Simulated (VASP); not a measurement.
Here is a VASP 6.6.1 calculation.

The input POSCAR:

```
Fe3Co
1.0
    4.0235794450      0.0000000000      0.0000000000
    0.0000000000      4.0235794450      0.0000000000
    0.0000000000      0.0000000000      2.8277051700
Fe Co
3 1
Direct
    0.5000000000      0.5000000000      0.0000000000
    0.5000000000      0.0000000000      0.5000000000
    0.0000000000      0.5000000000      0.5000000000
    0.0000000000      0.0000000000      0.0000000000
```

The input INCAR.step1:

```
SYSTEM = Fe3Co
  PREC = Accurate
  ENCUT = 520
  ISMEAR = 0
  SIGMA = 0.1
  LREAL = .FALSE.
  LASPH = .TRUE.
  NELM = 80
  NBANDS = 24
  GGA = PE
  ALGO = Normal
  EDIFF = 1E-4
  LWAVE = .TRUE.
  LCHARG = .FALSE.
```

Contents of INCAR.step2:

```
SYSTEM = Fe3Co
  PREC = Accurate
  ENCUT = 520
  EDIFF = 1E-6
  ISMEAR = 0
  SIGMA = 0.1
  LREAL = .FALSE.
  LASPH = .TRUE.
  NELM = 80
  ALGO = Normal
  ISIF = 2
  LWAVE = .FALSE.
  LCHARG = .FALSE.
  METAGGA = R2SCAN
  LMIXTAU = .TRUE.
  NBANDS = 24
  ISTART = 1
```

The input KPOINTS:

```
Automatic mesh
0
G
  10 10 14
  0 0 0
```

Potentials or basis: VASP PAW PBE potentials, release 64 (Fe, Co).

Run with:

```console
$ cat potpaw_PBE.64/Fe/POTCAR potpaw_PBE.64/Co/POTCAR > POTCAR
$ cp INCAR.step1 INCAR
$ mpirun -np 1 vasp_std > vasp.out
$ cp INCAR.step2 INCAR
$ mpirun -np 1 vasp_std > vasp.out
```

(1) What does it give for the pressure?

## Answers

(1) -25.9 GPa.

Caveat: the PAW data sets were made with another functional, which shifts forces and pressure a little; the run has no spin polarisation, though such a crystal can be magnetic.
